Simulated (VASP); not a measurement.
# SiC: single point with r2SCAN

The system is SiC.

```xyz
2
Lattice="0.0000 2.1345 2.1345 2.1345 0.0000 2.1345 2.1345 2.1345 0.0000" Properties=species:S:1:pos:R:3 pbc="T T T"
Si    0.0000    0.0000    0.0000
C     3.2018    3.2018    3.2018
```

```yaml
Program: VASP 6.6.1
Task: single point
Functional: r2SCAN
Potentials_or_basis: VASP PAW PBE potentials, release 64 (Si, C)
Cutoff: 660 eV
k_mesh: 10 × 10 × 10
Occupations: fermi-dirac, width 0.05 eV
Spin: no spin polarisation
```

```
Pressure               : 15.0 GPa
Band gap on the k mesh : 1.68 eV (least direct gap 5.14 eV)
```

Levels at points of the mesh, in eV from the valence-band top:
| k point | band 1 | band 2 | band 3 | band 4 | band 5 | band 6 | band 7 | band 8 | band 9 |
| --- | --- | --- | --- | --- | --- | --- | --- | --- | --- |
| (0.00, 0.00, 0.00) | -16.68 | 0.00 | 0.00 | 0.00 | 7.62 | 8.33 | 8.33 | 8.33 | 15.60 |
| (0.50, 0.00, 0.00) | -12.82 | -9.16 | -1.12 | -1.12 | 6.60 | 8.03 | 8.03 | 11.33 | 18.26 |
| (0.50, 0.50, 0.00) | -11.29 | -8.25 | -3.45 | -3.45 | 1.68 | 5.07 | 15.91 | 15.91 | 16.91 |

Run time: 91 s on 1 thread of Intel Xeon 8259CL, with other jobs on the host, peak memory 0.16 GiB.

Caveat: the cell stands under pressure; the PAW data sets were made with another functional, which shifts forces and pressure a little. A k mesh can miss the band edges.
